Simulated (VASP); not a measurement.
# C (Cmmm) in VASP: a series of runs, part 2 of 2

VASP 6.6.1. The steps go on from the part before.

### Step 4. Relaxation of cell and atoms, PBE

This run uses another cell than the first one, of 20.17 Å³/atom, 1.279 times its volume.

INCAR

```
PREC = Accurate
ENCUT = 600
EDIFF = 1E-6
ISMEAR = 0
SIGMA = 0.02
LREAL = F
LASPH = T
NELM = 100
ALGO = Normal
ISIF = 3
LWAVE = F
LCHARG = F
GGA = PE
IBRION = 2
NSW = 100
EDIFFG = -0.01
```

KPOINTS

```
Automatic mesh
0
Gamma
  18 18 6
```

POSCAR

```
C
1.0
    0.6396283620     -3.9092636271      0.0000000000
    0.6396283620      3.9092636271      0.0000000000
    0.0000000000      0.0000000000      4.0342024293
C
1
Direct
    0.0000000000      0.0000000000      0.0000000000
```

Potentials or basis: VASP PAW PBE potentials, release 64 (C).

Launch:

```sh
$ cat potpaw_PBE.64/C/POTCAR > POTCAR
$ mpirun -np 1 vasp_std > vasp.out
```

OUTCAR:

```text
PREC = Accurate
   ENCUT = 600
   EDIFF = 1E-6
   ISMEAR = 0
   LREAL = F
   LASPH = T
   NELM = 100
   ISIF = 3
   GGA = PE
   IBRION = 2
   NSW = 100
   EDIFFG = -0.01

 ion  position               nearest neighbor table
   1  0.000  0.000  0.000-

  LATTYP: Found a base centered orthorhombic cell.
 ALAT       =     1.2792567240
 B/A-ratio  =     6.1117734287
 C/A-ratio  =     3.1535518662

  Lattice vectors:

 A1 = (   0.6396283620,  -3.9092636271,   0.0000000000)
 A2 = (   0.6396283620,   3.9092636271,   0.0000000000)
 A3 = (   0.0000000000,   0.0000000000,   4.0342024293)

Analysis of symmetry for initial positions (statically):
=====================================================================
 Subroutine PRICEL returns:
 Original cell was already a primitive cell.

 Routine SETGRP: Setting up the symmetry group for a
 base centered orthorhombic supercell.

 Subroutine GETGRP returns: Found  8 space group operations
 (whereof  8 operations were pure point group operations)
 out of a pool of  8 trial point group operations.

[... 261 lines left out ...]

  energy  without entropy=       -8.2949427899  energy(sigma->0) =       -8.29494279

[... ionic steps 4 to 10 ...]

--------------------------------------- Ionic step       11  -------------------------------------------

 number of electron       4.0000000 magnetization

------------------------ aborting loop because EDIFF is reached ----------------------------------------
[... 65 lines left out ...]
--------------------------------------- Ionic step       13  -------------------------------------------

 number of electron       4.0000000 magnetization

 Free energy of the ion-electron system (eV)
  ---------------------------------------------------
  ext. energy  EPLUGINS =         0.00000000
  ---------------------------------------------------
  free energy    TOTEN  =        -8.29602321 eV

  energy without entropy =       -8.29602321  energy(sigma->0) =       -8.29602321

 E-fermi :  -2.3319     XC(G=0):  -6.1344

 val. band max:       -2.4226361382   @ k =   0.3889   0.3889   0.0000
 cond. band min:      -0.5718287419   @ k =   0.1667   0.1111   0.5000
 fundamental gap:      1.8508073963
 Fermi energy:        -2.3319089068

 k-point     1 :       0.0000    0.0000    0.0000
  band No.  band energies     occupation
      1     -17.8704      2.00000
      2      -6.6835      2.00000
      3      -6.6699      2.00000
      4       2.2706      0.00000
      5       6.7240      0.00000
      6      11.6895      0.00000
[... 199 lines left out ...]
 k-point    24 :      -0.2222    0.0556    0.0000
  band No.  band energies     occupation
      1     -16.4622      2.00000
      2      -4.3856      2.00000
      3      -4.2819      2.00000
      4       4.7216      0.00000
      5       9.2681      0.00000
      6      13.2272      0.00000

 [... further k-points ...]

------------------------ aborting loop because EDIFF is reached ----------------------------------------

  FORCE on cell =-STRESS in cart. coord.  units (eV):
  Direction    XX          YY          ZZ          XY          YZ          ZX
  --------------------------------------------------------------------------------------
  -------------------------------------------------------------------------------------
  Total       -0.0088717      0.0016391      0.0036129     -0.0000000      0.0000000      0.0000000
  in kB       -0.6434167      0.1188730      0.2620252     -0.0000000      0.0000000      0.0000000
  external PRESSURE =      -0.0875062 kB  Pullay stress =       0.0000000 kB
[... 16 lines left out ...]
  FREE ENERGIE OF THE ION-ELECTRON SYSTEM (eV)
  ---------------------------------------------------
  free  energy   TOTEN  =        -8.2960232084 eV

  energy  without entropy=       -8.2960232084  energy(sigma->0) =       -8.29602321

 reached required accuracy - stopping structural energy minimisation
```

It took 2.2 min on 1 thread of Intel Xeon 6975P-C (Granite Rapids), shared host; peak memory 0.19 GiB.

What came out:

* Free energy: -8.2960 eV
* Relaxed volume: 22.09 Å³/atom
* Relaxed cell: a = 4.218 Å, b = 4.218 Å, c = 4.137 Å, α = 90.00°, β = 90.00°, γ = 162.53°
* Space group after relaxing (to 0.05 Å): Cmmm (No. 65)
* Energy gained by relaxing: 1.2 meV/atom
* Ionic steps: 13
* Pressure after relaxing: 0.0 GPa
* Band gap on the k mesh: zero (band 2 reaches 7.62 eV, above the bottom of band 3 at -7.05 eV)

The path:
| step | energy change (eV) | largest force (eV/Å) | pressure (GPa) | volume (Å³) |
| --- | --- | --- | --- | --- |
| 1 | 0.0000 | 0.0000 | 0.47 | 20.17 |
| 2 | 0.0016 | 0.0000 | -1.60 | 20.35 |
| 3 | -0.0001 | 0.0000 | 0.09 | 20.21 |
| 4 | -0.0001 | 0.0000 | 0.09 | 20.24 |
| 5 | -0.0003 | 0.0000 | 0.11 | 20.35 |
| 6 | -0.0005 | 0.0000 | 0.15 | 20.57 |
| 7 | -0.0008 | 0.0000 | 0.24 | 21.02 |
| 8 | -0.0011 | 0.0000 | 0.34 | 21.92 |
| 9 | -0.0011 | 0.0000 | 0.28 | 21.95 |
| 10 | -0.0011 | 0.0000 | 0.10 | 22.04 |
| 11 | -0.0011 | 0.0000 | -0.24 | 22.21 |
| 12 | -0.0012 | 0.0000 | -0.04 | 22.11 |
| 13 | -0.0012 | 0.0000 | -0.01 | 22.09 |

Final structure:
```
CELL_PARAMETERS angstrom
0.64046 -4.16876 0.00000
0.64046 4.16876 0.00000
0.00000 0.00000 4.13713
ATOMIC_POSITIONS crystal
C 0.00000 0.00000 0.00000
```

Levels at points of the mesh, in eV from the Fermi level:
```csv
k point,band 1,band 2,band 3,band 4,band 5,band 6
"(0.00, 0.00, 0.00)",-15.54,-4.35,-4.34,4.60,9.06,14.02
"(0.50, 0.00, 0.00)",-8.27,9.39,11.98,12.06,23.48,24.55
"(0.50, 0.50, 0.00)",-15.49,-4.81,-4.30,7.18,7.20,11.45
"(0.00, 0.00, 0.50)",-15.49,-4.82,-4.31,7.21,7.23,11.34
"(0.50, 0.00, 0.50)",-8.27,9.46,11.92,12.00,22.99,23.81
"(0.50, 0.50, 0.50)",-15.45,-4.73,-4.72,6.70,9.90,9.95
```

### Step 5. Relaxation of cell and atoms, PBE

This run uses another cell than the first one, of 23.56 Å³/atom, 1.493 times its volume.

INCAR

```
ALGO = Normal
EDIFF = 1E-6
EDIFFG = -0.01
ENCUT = 600
GGA = PE
IBRION = 2
ISIF = 3
ISMEAR = 0
LASPH = True
LCHARG = False
LREAL = False
LWAVE = False
NELM = 60
NSW = 100
PREC = Accurate
SIGMA = 0.02
```

KPOINTS

```
k-points
0
Gamma
  20 20 6
```

POSCAR

```
C
1.0
    0.6407044482     -4.2853374641      0.0000000000
    0.6407044482      4.2853374641      0.0000000000
    0.0000000000      0.0000000000      4.2910227283
C
1
Direct
    0.0000000000      0.0000000000      0.0000000000
```

Launch:

```sh
$ cat potpaw_PBE.64/C/POTCAR > POTCAR
$ mpirun -np 1 vasp_std > vasp.out
```

It took 9.2 min on 1 thread of Intel Xeon 6975P-C (Granite Rapids), shared host; peak memory 0.26 GiB.

It converged, with:

```
Free energy                            : -8.2391 eV
Relaxed volume                         : 15.47 Å³/atom
Relaxed cell                           : a = 3.549 Å, b = 3.549 Å, c = 3.454 Å, α = 90.00°, β = 90.00°, γ = 159.17°
Space group after relaxing (to 0.05 Å) : Cmmm (No. 65)
Energy gained by relaxing              : 32.5 meV/atom
Ionic steps                            : 25
Pressure after relaxing                : 0.0 GPa
Band gap on the k mesh                 : zero (band 2 reaches 9.19 eV, above the bottom of band 3 at -5.78 eV)
```

Stress tensor (GPa, compression positive):
```
-0.10  0.00  0.00
 0.00  0.04  0.00
 0.00  0.00  0.05
```

The path:
```tsv
step	energy change (eV)	largest force (eV/Å)	pressure (GPa)	volume (Å³)
1	0.0000	0.0000	0.14	23.56
2	0.0044	0.0000	-2.96	23.63
3	-0.0004	0.0000	-0.55	23.58
4	-0.0012	0.0000	-0.59	23.37
5	-0.0036	0.0000	-0.73	22.73
6	-0.0090	0.0000	-0.98	21.50
7	-0.0201	0.0000	-1.56	19.12
8	-0.0288	0.0000	-2.26	14.78
9	-0.0300	0.0000	-2.12	16.48
10	-0.0308	0.0000	-2.19	15.86
11	-0.0312	0.0000	-1.90	15.78
12	-0.0320	0.0000	-1.09	15.55
13	-0.0321	0.0000	0.60	15.10
14	-0.0323	0.0000	-0.29	15.33
15	-0.0323	0.0000	-0.26	15.32
16	-0.0323	0.0000	-0.14	15.29
17	-0.0323	0.0000	-0.23	15.31
18	-0.0324	0.0000	-0.22	15.33
19	-0.0324	0.0000	-0.19	15.38
20	-0.0325	0.0000	-0.14	15.49
21	-0.0325	0.0000	-0.09	15.44
22	-0.0325	0.0000	-0.11	15.47
23	-0.0325	0.0000	-0.08	15.48
24	-0.0325	0.0000	-0.08	15.49
25	-0.0325	0.0000	0.00	15.47
```

Final structure:
```
CELL_PARAMETERS angstrom
0.64155 -3.49070 0.00000
0.64155 3.49070 0.00000
0.00000 0.00000 3.45446
ATOMIC_POSITIONS crystal
C 0.00000 0.00000 0.00000
```

Levels at points of the mesh, in eV from the Fermi level:
```csv
k point,band 1,band 2,band 3,band 4,band 5
"(0.00, 0.00, 0.00)",-16.46,-4.69,-4.64,4.62,9.53
"(0.50, 0.00, 0.00)",-9.02,8.41,11.13,11.45,22.50
"(0.50, 0.50, 0.00)",-16.24,-6.06,-4.50,8.14,8.44
"(0.00, 0.00, 0.50)",-16.22,-6.08,-4.54,8.12,8.51
"(0.50, 0.00, 0.50)",-9.00,8.75,10.90,11.21,21.55
"(0.50, 0.50, 0.50)",-16.02,-5.79,-5.75,6.22,12.72
```

Caveat: the volume moved by over 15 % at a fixed basis, so the end points are rough.

### Step 6. Overview

| task | cell | k mesh | cutoff (eV) | gap on the mesh (eV) | pressure (GPa) | relaxed volume (Å³/atom) |
| --- | --- | --- | --- | --- | --- | --- |
| single point | a = 3.582, b = 3.582, c = 3.487 Å, angles 90.0, 90.0, 159.3°, 1 atom | 20 × 20 × 6 | 520 | none | -0.2 | - |
| single point | a = 4.333, b = 4.333, c = 4.291 Å, angles 90.0, 90.0, 163.0°, 1 atom | 18 × 18 × 6 | 520 | none | -0.1 | - |
| relaxation of cell and atoms | relaxed from a = 3.961, b = 3.961, c = 4.034 Å, angles 90.0, 90.0, 161.4°, 1 atom | 18 × 18 × 6 | 600 | none | 0.0 | 22.09 |
| relaxation of cell and atoms | relaxed from a = 4.333, b = 4.333, c = 4.291 Å, angles 90.0, 90.0, 163.0°, 1 atom | 20 × 20 × 6 | 600 | none | 0.0 | 15.47 |

Alike in all rows: level PBE; potentials or basis VASP PAW PBE potentials, release 64 (C); no spin polarisation; smearing gaussian 0.02 eV.

Caveats: the volume moved by over 15 % at a fixed basis, so the end points are rough (some runs).

Absolute energies hang on the potentials; compare differences alone.
